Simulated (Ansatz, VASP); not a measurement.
# Two plane-wave programs on MnSi15

```
Mn Si
1.0
     0.00000    5.43700    5.43700
     5.43700    0.00000    5.43700
     5.43700    5.43700    0.00000
Mn Si
1 15
Direct
  0.00000 0.00000 0.00000
  0.99962 0.99962 0.50038
  0.99962 0.50038 0.99962
  0.99962 0.50038 0.50038
  0.50038 0.99962 0.99962
  0.50038 0.99962 0.50038
  0.50038 0.50038 0.99962
  0.50000 0.50000 0.50000
  0.12889 0.12889 0.12889
  0.12889 0.12889 0.61333
  0.12889 0.61333 0.12889
  0.12566 0.62478 0.62478
  0.61333 0.12889 0.12889
  0.62478 0.12566 0.62478
  0.62478 0.62478 0.12566
  0.62478 0.62478 0.62478
```

Alike in both runs: task single point; functional PBEsol; k mesh 3 × 3 × 3; occupations gaussian, width 0.05 eV; collinear spin; Hubbard terms Mn d U = 5.5 eV.

|  | VASP | Ansatz |
| --- | --- | --- |
| version | VASP 6.6.1 | Ansatz 0.2.0 |
| potentials or method | VASP PAW PBE potentials, release 64 (Mn_pv, Si), cutoff 520 eV | scalar-relativistic, plane waves, PAW |
| valence electrons in the cell | 73 | 75 |

Ansatz gave:

* gap on the k mesh at the Fermi level (eV): none
* pressure (GPa): 2.0
* rms of the force components (eV/Å): 0.086
* net moment per atom (μB): 0.24
* size of the moment on the site where the two differ most (μB): 4.05

Estimate VASP's values.

gap on the k mesh at the Fermi level (eV): none; pressure (GPa): 2.0; rms of the force components (eV/Å): 0.080; net moment per atom (μB): 0.24; size of the moment on the site where the two differ most (μB): 4.24.

VASP's potentials were made for PBE, not for PBEsol. Site moments also hang on the region over which each program counts them. The programs project onto different local orbitals, so the same U acts differently, and such runs can settle in different states. Atom by atom the forces differ by 0.010 eV/Å (rms over components). A gap of «none» marks a metal or a gap that the smearing closes. VASP's potentials hold 73 valence electrons a cell and Ansatz's 75, so a difference there can come from the potentials and not from the codes. Ansatz's warnings: filled band counts differ across k points.
